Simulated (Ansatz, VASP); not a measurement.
Two plane-wave programs on LiB2

Contents of INCAR:

```
PREC = Accurate
ENCUT = 600
EDIFF = 1E-6
ISMEAR = 0
SIGMA = 0.1
LREAL = False
LASPH = True
NELM = 100
ALGO = Normal
ISIF = 3
LWAVE = False
LCHARG = False
GGA = PE
IBRION = 2
NSW = 90
EDIFFG = -0.04
```

KPOINTS

```
regular mesh
0
Gamma
  12 12 4
```

The input POSCAR:

```
LiB2
1.0
    2.2681459040      0.0000000000      0.0000000000
   -1.1340729520      1.9642719724      0.0000000000
    0.0000000000      0.0000000000      5.2940775699
Li B
1 2
Direct
    0.0000000000      0.0000000000      0.0000000000
    0.6666666667      0.3333333333      0.6576030198
    0.6666666667      0.3333333333      0.3423969802
```

Input for Ansatz:

```yaml
crystal:
  lattice:
    - [2.268145904, 0.0, 0.0]
    - [-1.134072952, 1.9642719724, 0.0]
    - [0.0, 0.0, 5.2940775699]
  atoms:
    - { symbol: Li, position: [0.0, 0.0, 0.0] }
    - { symbol: B, position: [0.6666666667, 0.3333333333, 0.6576030198] }
    - { symbol: B, position: [0.6666666667, 0.3333333333, 0.3423969802] }
basis:
  ecutwfc: 420
kpoints:
  mp_grid: { grid: [12, 12, 4] }
hamiltonian:
  xc: pbe
scf:
  occupations: { method: gaussian, width: 0.1 }
  lower_state_search: "off"
output:
  forces: true
  stress: true
  eigenvalues: true
relax:
  adjacent_minimum: "off"
  f_tol: 0.04
  max_steps: 70
  cell: { stress_tol: 0.4 }
```

Alike in both runs: task relaxation of cell and atoms; functional PBE; k mesh 12 × 12 × 4; occupations gaussian, width 0.1 eV; no spin polarisation.

```csv
,VASP,Ansatz
version,VASP 6.6.1,Ansatz 0.2.0
potentials or method,"VASP PAW PBE potentials, release 64 (Li_sv, B), cutoff 600 eV","scalar-relativistic, plane waves, PAW"
valence electrons in the cell,9,9
```

```csv
,VASP,Ansatz,Ansatz less VASP
"gap on the k mesh at the Fermi level, each at its own relaxed structure (eV)",none,none,-
relaxed volume (Å³/atom),7.72,7.67,-0.047
relaxed cell length with the largest relative difference (Å),2.241,2.236,-0.0053
```

A gap of «none» marks a metal or a gap that the smearing closes.

Noted on VASP's run: the cutoff is short for stress, so the pressure is rough.
